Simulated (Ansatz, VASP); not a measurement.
# C in VASP and in Ansatz

File INCAR:

```
SYSTEM = C
PREC = Accurate
ENCUT = 520
EDIFF = 1E-6
ISMEAR = 0
SIGMA = 0.05
LREAL = .FALSE.
LASPH = .TRUE.
NELM = 100
ALGO = Normal
ISIF = 2
LWAVE = .FALSE.
LCHARG = .TRUE.
GGA = PS
LELF = .TRUE.
LVHAR = .TRUE.
NBANDS = 11
```

The input KPOINTS:

```
Automatic mesh
0
G
  22 22 22
  0 0 0
```

The input POSCAR:

```
C
1.0
    0.0000000000      1.7528291552      1.7528291552
    1.7528291552      0.0000000000      1.7528291552
    1.7528291552      1.7528291552      0.0000000000
C
2
Direct
    0.0000000000      0.0000000000      0.0000000000
    0.2500000000      0.2500000000      0.2500000000
```

Input for Ansatz:

```yaml
crystal:
  lattice:
    - [0.0, 1.7528291552, 1.7528291552]
    - [1.7528291552, 0.0, 1.7528291552]
    - [1.7528291552, 1.7528291552, 0.0]
  atoms:
    - { symbol: C, position: [0.0, 0.0, 0.0] }
    - { symbol: C, position: [0.25, 0.25, 0.25] }
basis:
  ecutwfc: 420
  ecutrho_ratio: 4
kpoints:
  mp_grid: { grid: [22, 22, 22] }
hamiltonian:
  xc: pbesol
scf:
  occupations: { method: gaussian, width: 0.05 }
output:
  forces: true
  stress: true
  eigenvalues: true
```

Alike in both runs: task single point; functional PBEsol; k mesh 22 × 22 × 22; occupations gaussian, width 0.05 eV; no spin polarisation.

|  | VASP | Ansatz |
| --- | --- | --- |
| version | VASP 6.6.1 | Ansatz 0.2.0 |
| potentials or method | VASP PAW PBE potentials, release 64 (C), cutoff 520 eV | scalar-relativistic, plane waves, PAW |
| valence electrons in the cell | 8 | 8 |

Ansatz gave:

```
gap on the k mesh at the Fermi level (eV) : 4.13
least direct gap on the mesh (eV)         : 5.68
pressure (GPa)                            : 19.8
```

Task: Which values does VASP return?

Result: gap on the k mesh at the Fermi level (eV): 4.12; least direct gap on the mesh (eV): 5.68; pressure (GPa): 21.2.

VASP's potentials were made for PBE, not for PBEsol.
